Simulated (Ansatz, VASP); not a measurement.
# One calculation of SrTi, two programs

INCAR

```
SYSTEM = SrTi
ALGO     = Normal         ! electronic algorithm
EDIFF    = 1E-7           ! SCF threshold, eV
EDIFFG   = -0.04          ! ionic threshold
ENCUT    = 600            ! plane-wave cutoff, eV
GGA      = PE             ! functional
IBRION   = 2              ! ionic algorithm
ISIF     = 3              ! what is computed and relaxed
ISMEAR   = 0              ! smearing method
LASPH    = .True.         ! aspherical terms in the spheres
LCHARG   = .False.        ! write CHGCAR
LREAL    = .False.        ! projectors in reciprocal space
LWAVE    = .False.        ! write WAVECAR
NELM     = 80             ! most SCF steps
NSW      = 90             ! ionic steps
PREC     = Accurate       ! precision mode
SIGMA    = 0.1            ! smearing width, eV
```

File KPOINTS:

```
k-points
0
Gamma
  6 6 4
  0 0 0
```

File POSCAR:

```
SrTi
1.0
    3.3508225211      0.0000000000      0.0000000000
    0.0000000000      3.3508225211      0.0000000000
    0.0000000000      0.0000000000      4.3919709473
Sr Ti
1 1
Direct
    0.5000000000      0.5000000000      0.5000000000
    0.0000000000      0.0000000000      0.0000000000
```

Input for Ansatz:

```yaml
crystal:
  lattice:
    - [3.3508225211, 0.0, 0.0]
    - [0.0, 3.3508225211, 0.0]
    - [0.0, 0.0, 4.3919709473]
  atoms:
    - { symbol: Sr, position: [0.5, 0.5, 0.5] }
    - { symbol: Ti, position: [0.0, 0.0, 0.0] }
basis:
  ecutwfc: 420
kpoints:
  mp_grid: { grid: [6, 6, 4] }
hamiltonian:
  xc: pbe
scf:
  occupations: { method: gaussian, width: 0.1 }
  lower_state_search: "off"
output:
  forces: true
  stress: true
  eigenvalues: true
relax:
  adjacent_minimum: "off"
  f_tol: 0.04
  max_steps: 70
  cell: { stress_tol: 0.4 }
```

Alike in both runs: task relaxation of cell and atoms; functional PBE; k mesh 6 × 6 × 4; occupations gaussian, width 0.1 eV; no spin polarisation.

|  | VASP | Ansatz |
| --- | --- | --- |
| version | VASP 6.6.1 | Ansatz 0.2.0 |
| potentials or method | VASP PAW PBE potentials, release 64 (Sr_sv, Ti_sv), cutoff 600 eV | scalar-relativistic, plane waves, PAW |
| valence electrons in the cell | 22 | 22 |

```csv
,VASP,Ansatz,Ansatz less VASP
"gap on the k mesh at the Fermi level, each at its own relaxed structure (eV)",none,none,-
relaxed volume (Å³/atom),29.49,29.26,-0.231
relaxed cell length with the largest relative difference (Å),3.395,3.381,-0.0132
```

A gap of «none» marks a metal or a gap that the smearing closes.

Noted on VASP's run: the volume moved by over 15 % at a fixed basis, so the end points are rough.
